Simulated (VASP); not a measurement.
A run of VASP 6.6.1 is set up as follows.

The input INCAR:

```
  PREC = Accurate
  ENCUT = 520
  EDIFF = 1E-8
  ISMEAR = 0
  SIGMA = 0.01
  LREAL = F
  LASPH = T
  NELM = 80
  ALGO = Normal
  ISIF = 2
  LWAVE = F
  LCHARG = F
  IBRION = 8
  NSW = 1
  LEPSILON = T
```

File KPOINTS:

```
Automatic mesh
0
Gamma
  12 12 12
```

POSCAR

```
NaH
1.0
    2.8735000000      0.0000000000      0.0000000000
    0.0000000000      2.8735000000      0.0000000000
    0.0000000000      0.0000000000      2.8735000000
Na H
1 1
Direct
    0.0000000000      0.0000000000      0.0000000000
    0.5000000000      0.5000000000      0.5000000000
```

Potentials or basis: VASP PAW LDA potentials, release 64 (Na_pv, H).

Launch:

```sh
$ cat potpaw_LDA.64/Na_pv/POTCAR potpaw_LDA.64/H/POTCAR > POTCAR
$ mpirun -np 1 vasp_std > vasp.out
```

Problem. What does it give for the electronic dielectric tensor (diagonal)?

Solution. 3.55.

Problem. What does it give for the Born charges (mean of the diagonal)?

Solution. Na +0.99; H -0.99 e.

Problem. What does it give for the highest phonon frequency at Γ?

Solution. 413 cm⁻¹.

Born effective charge tensors (e):
atom 1, Na
```
0.99 0.00 0.00
0.00 0.99 0.00
0.00 0.00 0.99
```
atom 2, H
```
-0.99  0.00  0.00
 0.00 -0.99  0.00
 0.00  0.00 -0.99
```
